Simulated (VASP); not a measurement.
A run of VASP 6.6.1:

File INCAR:

```
  PREC = Accurate
  ENCUT = 400
  EDIFF = 1E-6
  ISMEAR = -1
  SIGMA = 0.1
  LREAL = False
  LASPH = True
  NELM = 120
  ALGO = Normal
  ISIF = 2
  LWAVE = False
  LCHARG = False
  GGA = PE
  NBANDS = 63
  GGA_COMPAT = False
```

KPOINTS

```
Automatic mesh
0
Gamma
  4 3 3
  0 0.5 0
```

File POSCAR:

```
Nb3Sn
1.0
    5.1814770000      0.0964280000     -0.1518380000
   -0.2476830000      5.6247830000     -0.9010840000
    0.4095170000      0.0916320000      5.5750780000
Nb Sn
6 2
Direct
    0.2890380000      0.8162660000      0.6476710000
    0.6631090000      0.2248810000      0.0000520000
    0.4164020000      0.6614330000      0.1392890000
    0.9476130000      0.5005030000      0.3724060000
    0.1545460000      0.0814860000      0.1042010000
    0.7541170000      0.9690610000      0.4303560000
    0.0922580000      0.4141270000      0.8125570000
    0.8064730000      0.7767330000      0.8389170000
```

Potentials or basis: VASP PAW PBE potentials, release 64 (Nb_sv, Sn_d).

Run with:

```sh
$ cat potpaw_PBE.64/Nb_sv/POTCAR potpaw_PBE.64/Sn_d/POTCAR > POTCAR
$ mpirun -np 1 vasp_std > vasp.out
```

Hardware: 1 thread of Intel Xeon 8259CL, on a shared host.

Question: Estimate the wall time of this run.

Answer: Wall time 3.7 min on 1 thread of Intel Xeon 8259CL, with other jobs on the host, peak memory 0.27 GiB. Counts: scf iterations 17, k points 19.
